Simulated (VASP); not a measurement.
A run of VASP 6.6.1 is set up as follows.

Contents of INCAR:

```
ALGO     = Normal         # electronic algorithm
EDIFF    = 1E-6           # SCF threshold, eV
ENCUT    = 520            # plane-wave cutoff, eV
GGA      = PS             # functional
ISIF     = 2              # what is computed and relaxed
ISMEAR   = -1             # smearing method
LASPH    = T              # aspherical terms in the spheres
LCHARG   = F              # write CHGCAR
LREAL    = F              # projectors in reciprocal space
LWAVE    = F              # write WAVECAR
NBANDS   = 16             # bands
NELM     = 100            # most SCF steps
PREC     = Accurate       # precision mode
SIGMA    = 0.05           # smearing width, eV
```

File KPOINTS:

```
k-points
0
Gamma
  11 11 11
```

The input POSCAR:

```
CuO
1.0
    0.0000000000      2.1444126677      2.1444126677
    2.1444126677      0.0000000000      2.1444126677
    2.1444126677      2.1444126677      0.0000000000
Cu O
1 1
Direct
    0.0294977200      0.0281008700      0.9080259900
    0.4705022800      0.4718991300      0.5919740100
```

Potentials or basis: VASP PAW PBE potentials, release 64 (Cu, O).

Run with:

```console
$ cat potpaw_PBE.64/Cu/POTCAR potpaw_PBE.64/O/POTCAR > POTCAR
$ mpirun -np 1 vasp_std > vasp.out
```

(1) Predict the band gap on the k mesh.

(2) Estimate the pressure.

(3) Predict the largest force.

Answers

(1) zero (an odd number of electrons rules out a gap without spin polarisation).

(2) 1.9 GPa.

(3) 0.590 eV/Å.

Caveat: the PAW data sets were made with another functional, which shifts forces and pressure a little; an odd number of electrons without spin polarisation forces a metal; a magnetic or distorted state may lie lower; semilocal functionals often make such compounds metallic where correlation or magnetic order opens a gap, which also shifts bond lengths.
